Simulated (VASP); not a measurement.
Set up this calculation in VASP 6.6.1, as the native input.

| Quantity | Value |
| --- | --- |
| Task | single point |
| Functional | PBE |
| Potentials or basis | VASP PAW PBE potentials, release 64 (In_d, Sb) |
| Cutoff | 520 eV |
| k mesh | 12 × 12 × 12 |
| Occupations | gaussian, width 0.15 eV |
| Spin | no spin polarisation |
| Dipole correction | no |
| Further INCAR settings | ALGO = Normal; EDIFF = 1e-07; NBANDS = 16 |

The structure of InSb lies in POSCAR:

```
InSb
1.0
    0.0000000000      2.9799720000      3.1095360000
    2.9799720000      0.0000000000      3.1095360000
    2.9799720000      2.9799720000      0.0000000000
In Sb
1 1
Direct
    0.0000000000      0.0000000000      0.0000000000
    0.7500000000      0.7500000000      0.7500000000
```

This cell differs from its parent crystal: strain -0.080 along x and y, -0.040 along z.

The input as run:

INCAR

```
SYSTEM = InSb
PREC = Accurate ; ENCUT = 520
EDIFF = 1E-7 ; ISMEAR = 0
SIGMA = 0.15 ; LREAL = .FALSE.
LASPH = .TRUE. ; NELM = 60
ALGO = Normal ; ISIF = 2
LWAVE = .FALSE. ; LCHARG = .FALSE.
GGA = PE ; NBANDS = 16
```

KPOINTS

```
Automatic mesh
0
G
  12 12 12
  0 0 0
```

Potentials or basis: VASP PAW PBE potentials, release 64 (In_d, Sb).

Launch:

```bash
$ cat potpaw_PBE.64/In_d/POTCAR potpaw_PBE.64/Sb/POTCAR > POTCAR
$ mpirun -np 1 vasp_std > vasp.out
```

It gave:

- Pressure: 20.0 GPa
- Band gap on the k mesh: 0.64 eV, indirect (least direct gap 0.96 eV)

Caveat: the cell differs from its parent crystal (strain -0.080 along x and y, -0.040 along z); spin-orbit coupling is left out, which moves the levels of the heavy elements.

It took 120 s on 1 thread of Intel(R) Xeon(R) Platinum 8375C CPU @ 2.90GHz (Ice Lake) (shared host), peak memory 0.28 GiB.
